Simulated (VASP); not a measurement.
**Rh: density of states with RPBE**

Crystal: Rh.

```xyz
1
Lattice="0.0000 1.8979 1.8979 1.8979 0.0000 1.8979 1.8979 1.8979 0.0000" Properties=species:S:1:pos:R:3 pbc="T T T"
Rh    0.0000    0.0000    0.0000
```

```yaml
Program: VASP 6.6.1
Task: density of states
Functional: RPBE
Potentials_or_basis: VASP PAW PBE potentials, release 64 (Rh_pv)
Cutoff: 520 eV
k_mesh: 7 × 7 × 7
Occupations: fermi-dirac, width 0.05 eV
Spin: no spin polarisation
Dipole_correction: no
k_mesh_for_the_DOS: 11 × 11 × 11
Occupations_for_the_DOS: tetrahedron
Further_INCAR_settings: ALGO = Normal; EDIFF = 1e-07
```

```
Valence electrons inside the program's atomic spheres : Rh 13.81
```

Levels at points of the mesh, in eV from the Fermi level:
| k point | band 5 | band 6 | band 7 | band 8 | band 9 | band 10 | band 11 |
| --- | --- | --- | --- | --- | --- | --- | --- |
| (0.00, 0.00, 0.00) | -3.10 | -3.10 | -3.10 | -1.00 | -1.00 | 16.01 | 20.56 |

Run time: 5.2 s on 1 thread of AMD EPYC 9R45 (Zen 5), on a shared host, peak memory 0.09 GiB.

Caveat: the k points lie up to 0.41 Å⁻¹ apart.
